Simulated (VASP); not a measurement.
# OsC6 (Fm-3m) in VASP: notebook

The runs below take OsC6 through single point, with PBE.

All numbers are computed with VASP 6.6.1; they aren't measurements. Logs are shortened: lines on timing, memory, paths and dates and some standing lists are left out, and cuts for length are marked.

**1. The cell of the first run**

The structure is cubic, space group Fm-3m (No. 225). Conventional cell: a = 6.403 Å, b = 6.403 Å, c = 6.403 Å, α = 90.00°, β = 90.00°, γ = 90.00°. Within 2.7 Å of Os (site symmetry m-3m) lie 6 C at 2.06 Å. Within 2.1 Å of C (site symmetry 4mm) lie 4 C at 1.61 Å and 1 Os at 2.06 Å.

The cell was generated, and may not be a known phase.

**2. Single point, PBE**

File INCAR:

```
SYSTEM = OsC6
PREC = Accurate
ENCUT = 1300
EDIFF = 1E-6
ISMEAR = 0
SIGMA = 0.1
LREAL = .FALSE.
LASPH = .TRUE.
NELM = 120
ALGO = Normal
ISIF = 2
LWAVE = .FALSE.
LCHARG = .FALSE.
GGA = PE
NBANDS = 29
GGA_COMPAT = .FALSE.
```

File KPOINTS:

```
Automatic mesh
0
G
  4 4 4
  0 0 0
```

File POSCAR:

```
OsC6
1.0
    0.0000000000      3.2014569618      3.2014569618
    3.2014569618      0.0000000000      3.2014569618
    3.2014569618      3.2014569618      0.0000000000
Os C
1 6
Direct
    0.0000000000      0.0000000000      0.0000000000
    0.3222369922      0.6777630078      0.6777630078
    0.6777630078      0.3222369922      0.3222369922
    0.6777630078      0.3222369922      0.6777630078
    0.3222369922      0.6777630078      0.3222369922
    0.6777630078      0.6777630078      0.3222369922
    0.3222369922      0.3222369922      0.6777630078
```

Potentials or basis: VASP PAW PBE potentials, release 64 (Os_sv_GW, C_h).

The run is started by

```
> cat potpaw_PBE.64/Os_sv_GW/POTCAR potpaw_PBE.64/C_h/POTCAR > POTCAR
> mpirun -np 1 vasp_std > vasp.out
```

OUTCAR:

```text
SYSTEM = OsC6
   PREC = Accurate
   ENCUT = 1300
   EDIFF = 1E-6
   ISMEAR = 0
   LREAL = .FALSE.
   LASPH = .TRUE.
   NELM = 120
   ISIF = 2
   GGA = PE

 ion  position               nearest neighbor table
   1  0.000  0.000  0.000-   2 2.06   3 2.06   4 2.06   5 2.06   6 2.06   7 2.06
   2  0.322  0.678  0.678-   1 2.06
   3  0.678  0.322  0.322-   1 2.06
   4  0.678  0.322  0.678-   1 2.06
   5  0.322  0.678  0.322-   1 2.06
   6  0.678  0.678  0.322-   1 2.06
   7  0.322  0.322  0.678-   1 2.06

  LATTYP: Found a face centered cubic cell.
 ALAT       =     6.4029139236

  Lattice vectors:

 A1 = (   0.0000000000,   3.2014569618,   3.2014569618)
 A2 = (   3.2014569618,   0.0000000000,   3.2014569618)
 A3 = (   3.2014569618,   3.2014569618,   0.0000000000)

Analysis of symmetry for initial positions (statically):
=====================================================================
 Subroutine PRICEL returns:
 Original cell was already a primitive cell.

 Routine SETGRP: Setting up the symmetry group for a
 face centered cubic supercell.

 Subroutine GETGRP returns: Found 48 space group operations
 (whereof 48 operations were pure point group operations)
 out of a pool of 48 trial point group operations.

The static configuration has the point symmetry O_h .

Analysis of symmetry for dynamics (positions and initial velocities):
=====================================================================
 Subroutine PRICEL returns:
 Original cell was already a primitive cell.

 Routine SETGRP: Setting up the symmetry group for a
 face centered cubic supercell.

 Subroutine GETGRP returns: Found 48 space group operations
 (whereof 48 operations were pure point group operations)
 out of a pool of 48 trial point group operations.

The dynamic configuration has the point symmetry O_h .

 Subroutine INISYM returns: Found 48 space group operations
 (whereof 48 operations are pure point group operations),
 and found     1 'primitive' translations

----------------------------------------------------------------------------------------

                                     Primitive cell

  volume of cell :      65.6256

  direct lattice vectors                    reciprocal lattice vectors
     0.000000000  3.201456962  3.201456962    -0.156178892  0.156178892  0.156178892
     3.201456962  0.000000000  3.201456962     0.156178892 -0.156178892  0.156178892
     3.201456962  3.201456962  0.000000000     0.156178892  0.156178892 -0.156178892

  length of vectors
     4.527543855  4.527543855  4.527543855     0.270509775  0.270509775  0.270509775

  position of ions in fractional coordinates (direct lattice)
     0.000000000  0.000000000  0.000000000
     0.322236992  0.677763008  0.677763008
     0.677763008  0.322236992  0.322236992
     0.677763008  0.322236992  0.677763008
     0.322236992  0.677763008  0.322236992
     0.677763008  0.677763008  0.322236992
     0.322236992  0.322236992  0.677763008

  ion indices of the primitive-cell ions
   primitive index   ion index
                 1           1
                 2           2
                 3           3
                 4           4
                 5           5
                 6           6
                 7           7

----------------------------------------------------------------------------------------

 KPOINTS: Automatic mesh

Automatic generation of k-mesh.
 Grid dimensions read from file:
 generate k-points for:    4    4    4

 Generating k-lattice:

  Cartesian coordinates                     Fractional coordinates (reciprocal lattice)
    -0.039044723  0.039044723  0.039044723     0.250000000  0.000000000  0.000000000
     0.039044723 -0.039044723  0.039044723     0.000000000  0.250000000  0.000000000
     0.039044723  0.039044723 -0.039044723     0.000000000  0.000000000  0.250000000

  Length of vectors
     0.067627444  0.067627444  0.067627444

  Shift w.r.t. Gamma in fractional coordinates (k-lattice)
     0.000000000  0.000000000  0.000000000

 Subroutine IBZKPT returns following result:
 ===========================================

 Found      8 irreducible k-points:

 Following reciprocal coordinates:
            Coordinates               Weight
  0.000000  0.000000  0.000000      1.000000
  0.250000  0.000000  0.000000      8.000000
  0.500000  0.000000  0.000000      4.000000
  0.250000  0.250000  0.000000      6.000000
  0.500000  0.250000  0.000000     24.000000
 -0.250000  0.250000  0.000000     12.000000
  0.500000  0.500000  0.000000      3.000000
 -0.250000  0.500000  0.250000      6.000000
   k-points           NKPTS =      8   k-points in BZ     NKDIM =      8   number of bands    NBANDS=     29
   number of dos      NEDOS =    301   number of ions     NIONS =      7
   total plane-waves  NPLWV = 157464
   dimension x,y,z NGX =    54 NGY =   54 NGZ =   54
   dimension x,y,z NGXF=   108 NGYF=  108 NGZF=  108
   ions per type =               1   6
   NGX,Y,Z   is equivalent  to a cutoff of  19.83, 19.83, 19.83 a.u.
   NGXF,Y,Z  is equivalent  to a cutoff of  39.66, 39.66, 39.66 a.u.
 SYSTEM =  OsC6
   PREC   = accura    normal or accurate (medium, high low for compatibility)
   ISTART =      0    job   : 0-new  1-cont  2-samecut
   ICHARG =      2    charge: 1-file 2-atom 10-const
   ISPIN  =      1    spin polarized calculation?
   LNONCOLLINEAR =      F non collinear calculations
   LSORBIT =      F    spin-orbit coupling
   LASPH  =      T    aspherical Exc in radial PAW
   ENCUT  = 1300.0 eV  95.55 Ry    9.77 a.u.  13.31 13.31 13.31*2*pi/ulx,y,z
   NELM   =    120;   NELMIN=  2; NELMDL= -5     # of ELM steps
   EDIFF  = 0.1E-05   stopping-criterion for ELM
   LREAL  =      F    real-space projection
   EDIFFG = 0.1E-04   stopping-criterion for IOM
   NSW    =      0    number of steps for IOM
   IBRION =     -1    ionic relax: 0-MD 1-quasi-New 2-CG
   NFREE  =      0    steps in history (QN), initial steepest desc. (CG)
   ISIF   =      2    stress and relaxation
   ISYM   =      2    0-nonsym 1-usesym 2-fastsym
   POTIM  = 0.5000    time-step for ionic-motion
   TEBEG  =    0.0;   TEEND  =   0.0 temperature during run
   PSTRESS=    0.0 pullay stress
   NELECT =      40.0000    total number of electrons
   NUPDOWN=      -1.0000    fix difference up-down
   EMIN   =  10.00;   EMAX   =-10.00  energy-range for DOS
   EFERMI =   0.00;   METHOD = LEGACY
   ISMEAR =     0;   SIGMA  =   0.10  broadening in eV -4-tet -1-fermi 0-gaus
   EFERMI_NEDOS =   21; number of points for ismear=-14 and -15
   IALGO  =     38    algorithm
   IMIX   =      4    mixing-type and parameters
     AMIX     =   0.40;   BMIX     =  1.00
     AMIX_MAG =   1.60;   BMIX_MAG =  1.00
  volume/ion in A,a.u.               =       9.38        63.27
  Fermi-wavevector in a.u.,A,eV,Ry     =   1.388046  2.623026 26.213956  1.926671
  Thomas-Fermi vector in A             =   2.512209
   LORBIT       =      0    0 simple, 1 ext, 2 COOP (PROOUT), +10 PAW based schemes
   GGA     = PE    functional components
   LHFCALC =     F    Hartree Fock is set to
   AEXX    =    0.0000 exact exchange contribution
   IVDW    =     0    specifies the selected vdW correction
   LEPSILON=     F    determine dielectric tensor
   LRPA    =     F    only Hartree local field effects (RPA)
 non-spin polarized calculation
 Gauss-broadening in eV      SIGMA  =   0.10
  energy-cutoff  :     1300.00
  volume of cell :       65.63
 maximum number of plane-waves:      7046
 NGX is ok and might be reduce to    54
   NGX = 27   NGY = 27   NGZ = 27

 number of electron      40.0000000 magnetization

 Free energy of the ion-electron system (eV)
  ---------------------------------------------------
  ext. energy  EPLUGINS =         0.00000000
  ---------------------------------------------------
  free energy    TOTEN  =       -58.44878910 eV

  energy without entropy =      -58.44878910  energy(sigma->0) =      -58.44878910

 E-fermi :   8.3246     XC(G=0): -11.5794

 val. band max:        7.8507557205   @ k =   0.5000   0.5000   0.0000
 cond. band min:       8.7738796831   @ k =   0.5000   0.5000   0.0000
 fundamental gap:      0.9231239625
 Fermi energy:         8.3246296763

 k-point     1 :       0.0000    0.0000    0.0000
  band No.  band energies     occupation
      1     -77.9544      2.00000
      2     -37.3765      2.00000
      3     -37.3765      2.00000
      4     -37.3765      2.00000
      5     -15.8518      2.00000
      6      -5.9809      2.00000
[... 21 lines left out ...]
     28      14.8034      0.00000
     29      14.8034      0.00000

 k-point     2 :       0.2500    0.0000    0.0000
  band No.  band energies     occupation
      1     -77.9544      2.00000
      2     -37.3779      2.00000
      3     -37.3768      2.00000
      4     -37.3768      2.00000
      5     -15.7870      2.00000
      6      -6.6717      2.00000
[... 21 lines left out ...]
     28      14.9721      0.00000
     29      14.9721      0.00000

 k-point     3 :       0.5000    0.0000    0.0000
  band No.  band energies     occupation
      1     -77.9544      2.00000
      2     -37.3793      2.00000
      3     -37.3769      2.00000
      4     -37.3769      2.00000
      5     -15.7199      2.00000
      6      -7.1756      2.00000
[... 21 lines left out ...]
     28      14.7046      0.00000
     29      16.1130      0.00000

 k-point     4 :       0.2500    0.2500    0.0000
  band No.  band energies     occupation
      1     -77.9544      2.00000
      2     -37.3778      2.00000
      3     -37.3771      2.00000
      4     -37.3771      2.00000
      5     -15.7731      2.00000
      6      -6.6827      2.00000
[... 21 lines left out ...]
     28      15.6896      0.00000
     29      15.6900      0.00000

 k-point     5 :       0.5000    0.2500    0.0000
  band No.  band energies     occupation
      1     -77.9544      2.00000
      2     -37.3788      2.00000
      3     -37.3776      2.00000
      4     -37.3773      2.00000
      5     -15.7143      2.00000
      6      -6.9039      2.00000
[... 21 lines left out ...]
     28      15.5197      0.00000
     29      16.0960      0.00000

 k-point     6 :      -0.2500    0.2500    0.0000
  band No.  band energies     occupation
      1     -77.9544      2.00000
      2     -37.3785      2.00000
      3     -37.3777      2.00000
      4     -37.3769      2.00000
      5     -15.7285      2.00000
      6      -6.9190      2.00000
[... 21 lines left out ...]
     28      14.9487      0.00000
     29      16.0201      0.00000

 k-point     7 :       0.5000    0.5000    0.0000
  band No.  band energies     occupation
      1     -77.9544      2.00000
      2     -37.3790      2.00000
      3     -37.3777      2.00000
      4     -37.3777      2.00000
      5     -15.7085      2.00000
      6      -6.8358      2.00000
[... 21 lines left out ...]
     28      15.1215      0.00000
     29      15.1215      0.00000

 k-point     8 :      -0.2500    0.5000    0.2500
  band No.  band energies     occupation
      1     -77.9544      2.00000
      2     -37.3783      2.00000
      3     -37.3783      2.00000
      4     -37.3777      2.00000
      5     -15.7002      2.00000
      6      -6.6125      2.00000
[... 21 lines left out ...]
     28      14.9716      0.00000
     29      16.4439      0.00000

------------------------ aborting loop because EDIFF is reached ----------------------------------------

  FORCE on cell =-STRESS in cart. coord.  units (eV):
  Direction    XX          YY          ZZ          XY          YZ          ZX
  --------------------------------------------------------------------------------------
  -------------------------------------------------------------------------------------
  Total        0.0028651      0.0028651      0.0028651      0.0000000     -0.0000000      0.0000000
  in kB        0.0699494      0.0699494      0.0699494      0.0000000     -0.0000000      0.0000000
  external PRESSURE =       0.0699494 kB  Pullay stress =       0.0000000 kB

 VOLUME and BASIS-vectors are now :
 -----------------------------------------------------------------------------
  energy-cutoff  :     1300.00
  volume of cell :       65.63
      direct lattice vectors                 reciprocal lattice vectors
     0.000000000  3.201456962  3.201456962    -0.156178892  0.156178892  0.156178892
     3.201456962  0.000000000  3.201456962     0.156178892 -0.156178892  0.156178892
     3.201456962  3.201456962  0.000000000     0.156178892  0.156178892 -0.156178892

 POSITION                                       TOTAL-FORCE (eV/Angst)
 -----------------------------------------------------------------------------------
      0.00000      0.00000      0.00000        -0.000000      0.000000     -0.000000
      4.33966      3.20146      3.20146         0.017301      0.000000     -0.000000
      2.06326      3.20146      3.20146        -0.017301      0.000000     -0.000000
      3.20146      4.33966      3.20146        -0.000000      0.017301     -0.000000
      3.20146      2.06326      3.20146        -0.000000     -0.017301     -0.000000
      3.20146      3.20146      4.33966        -0.000000      0.000000      0.017301
      3.20146      3.20146      2.06326        -0.000000      0.000000     -0.017301
 -----------------------------------------------------------------------------------
    total drift:                                0.000000     -0.000000     -0.000000

  FREE ENERGIE OF THE ION-ELECTRON SYSTEM (eV)
  ---------------------------------------------------
  free  energy   TOTEN  =       -58.4487890955 eV

  energy  without entropy=      -58.4487890955  energy(sigma->0) =      -58.44878910
```

It took 87 s on 1 thread of Intel Xeon Platinum 8259CL at 2.50GHz (Skylake/Cascade Lake), shared host; peak memory 0.42 GiB.

What came out:

| Item | Value |
| --- | --- |
| Free energy | -58.4488 eV |
| Pressure | 0.0 GPa |
| Largest force | 0.017 eV/Å |
| Band gap on the k mesh | 0.92 eV |

Forces in eV/Å, atoms in the order of the input:
```
Os   0.000  0.000  0.000
C    0.017  0.000  0.000
C   -0.017  0.000  0.000
C    0.000  0.017  0.000
C    0.000 -0.017  0.000
C    0.000  0.000  0.017
C    0.000  0.000 -0.017
```

Levels at points of the mesh, in eV from the valence-band top:
```csv
k point,band 18,band 19,band 20,band 21,band 22,band 23
"(0.00, 0.00, 0.00)",-0.10,-0.10,-0.10,2.58,2.58,2.58
"(0.50, 0.00, 0.00)",-2.84,-2.84,-2.03,2.98,3.51,3.51
"(0.50, 0.50, 0.00)",-1.88,-1.88,0.00,0.92,1.52,1.52
```

Caveat: the k points lie up to 0.42 Å⁻¹ apart; spin-orbit coupling is left out, which moves the levels of the heavy elements.

**3. Single point, PBE**

File INCAR:

```
PREC = Accurate ; ENCUT = 1300
EDIFF = 1E-6 ; ISMEAR = 0
SIGMA = 0.1 ; LREAL = False
LASPH = True ; NELM = 120
ALGO = Normal ; ISIF = 2
LWAVE = False ; LCHARG = False
GGA = PE ; NBANDS = 29
GGA_COMPAT = False
```

File KPOINTS:

```
regular mesh
0
Gamma
  6 6 6
```

POSCAR is that of step 2.

Potentials or basis: VASP PAW PBE potentials, release 64 (Os_sv_GW, C_h).

The run is started by

```
> cat potpaw_PBE.64/Os_sv_GW/POTCAR potpaw_PBE.64/C_h/POTCAR > POTCAR
> mpirun -np 1 vasp_std > vasp.out
```

OUTCAR:

```text
PREC = Accurate
   ENCUT = 1300
   EDIFF = 1E-6
   ISMEAR = 0
   LREAL = False
   LASPH = True
   NELM = 120
   ISIF = 2
   GGA = PE

 ion  position               nearest neighbor table
   1  0.000  0.000  0.000-   2 2.06   3 2.06   4 2.06   5 2.06   6 2.06   7 2.06
   2  0.322  0.678  0.678-   1 2.06
   3  0.678  0.322  0.322-   1 2.06
   4  0.678  0.322  0.678-   1 2.06
   5  0.322  0.678  0.322-   1 2.06
   6  0.678  0.678  0.322-   1 2.06
   7  0.322  0.322  0.678-   1 2.06
[... 710 lines left out ...]
  -------------------------------------------------------------------------------------
  Total       -0.0134777     -0.0134777     -0.0134777     -0.0000000     -0.0000000      0.0000000
  in kB       -0.3290439     -0.3290439     -0.3290439     -0.0000000     -0.0000000      0.0000000
  external PRESSURE =      -0.3290439 kB  Pullay stress =       0.0000000 kB

 VOLUME and BASIS-vectors are now :
 -----------------------------------------------------------------------------
  energy-cutoff  :     1300.00
  volume of cell :       65.63
      direct lattice vectors                 reciprocal lattice vectors
     0.000000000  3.201456962  3.201456962    -0.156178892  0.156178892  0.156178892
     3.201456962  0.000000000  3.201456962     0.156178892 -0.156178892  0.156178892
     3.201456962  3.201456962  0.000000000     0.156178892  0.156178892 -0.156178892

 POSITION                                       TOTAL-FORCE (eV/Angst)
 -----------------------------------------------------------------------------------
      0.00000      0.00000      0.00000         0.000000      0.000000     -0.000000
      4.33966      3.20146      3.20146         0.025879      0.000000     -0.000000
      2.06326      3.20146      3.20146        -0.025879      0.000000     -0.000000
      3.20146      4.33966      3.20146         0.000000      0.025879     -0.000000
      3.20146      2.06326      3.20146         0.000000     -0.025879     -0.000000
      3.20146      3.20146      4.33966         0.000000      0.000000      0.025879
      3.20146      3.20146      2.06326         0.000000      0.000000     -0.025879
 -----------------------------------------------------------------------------------
    total drift:                                0.000000     -0.000000     -0.000000

  FREE ENERGIE OF THE ION-ELECTRON SYSTEM (eV)
  ---------------------------------------------------
  free  energy   TOTEN  =       -58.4548828596 eV

  energy  without entropy=      -58.4548828596  energy(sigma->0) =      -58.45488286
```

stdout:

```text
POSCAR found type information on POSCAR OsC
 POSCAR found :  2 types and       7 ions
 scaLAPACK will be used
 LDA part: xc-table for (Slater+PW92), standard interpolation
 POSCAR, INCAR and KPOINTS ok, starting setup
 FFT: planning ... GRIDC
 FFT: planning ... GRID_SOFT
 FFT: planning ... GRID
 WAVECAR not read
 entering main loop
```

It took 2.6 min on 1 thread of Intel Xeon Platinum 8259CL at 2.50GHz (Skylake/Cascade Lake), shared host; peak memory 0.46 GiB.

What came out:

```
Free energy            : -58.4549 eV
Pressure               : 0.0 GPa
Largest force          : 0.026 eV/Å
Band gap on the k mesh : 0.93 eV
```

Forces on the atoms (eV/Å):
```
Os   0.000  0.000  0.000
C    0.026  0.000  0.000
C   -0.026  0.000  0.000
C    0.000  0.026  0.000
C    0.000 -0.026  0.000
C    0.000  0.000  0.026
C    0.000  0.000 -0.026
```

Levels at points of the mesh, in eV from the valence-band top:
```
           k point  band 16  band 17  band 18  band 19  band 20  band 21  band 22  band 23  band 24  band 25
(0.00, 0.00, 0.00)    -3.29    -3.29    -0.10    -0.10    -0.10     2.58     2.58     2.58     3.64     3.64
(0.50, 0.00, 0.00)    -5.42    -5.42    -2.84    -2.84    -2.03     2.99     3.51     3.51     6.42     6.81
(0.50, 0.50, 0.00)    -3.24    -2.94    -1.88    -1.88     0.00     0.93     1.53     1.53     3.65     3.80
```

Caveat: spin-orbit coupling is left out, which moves the levels of the heavy elements. A k mesh can miss the band edges.
